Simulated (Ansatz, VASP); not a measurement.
**One calculation of Si, two programs**

```xyz
2
Lattice="2.5858 0.0000 0.0000 -1.2929 2.2394 0.0000 0.0000 0.0000 4.3831" Properties=species:S:1:pos:R:3 pbc="T T T"
Si    0.0000    1.4929    1.0958
Si    1.2929    0.7465    3.2873
```

Change from the starting cell: volume scaled by 0.92, PAW files.

Alike in both runs: task single point; functional LDA; k mesh 15 × 15 × 8; occupations fermi-dirac, width 0.1 eV; no spin polarisation.

|  | VASP | Ansatz |
| --- | --- | --- |
| version | VASP 6.6.1 | Ansatz 0.2.0 |
| potentials or method | VASP PAW LDA potentials, release 64 (Si) | PAW with Ansatz's default frozen-core files, scalar-relativistic |
| plane-wave cutoff (eV) | 520 | 420 |
| valence electrons in the cell | 8 | 8 |

Ansatz gave:

| Property | Result |
| --- | --- |
| pressure (GPa) | 9.5 |

Question: Estimate VASP's values.

Answer: Pressure (GPa): 9.7.

LDA's correlation is that of Perdew and Zunger in VASP and of Perdew and Wang (1992) in Ansatz.
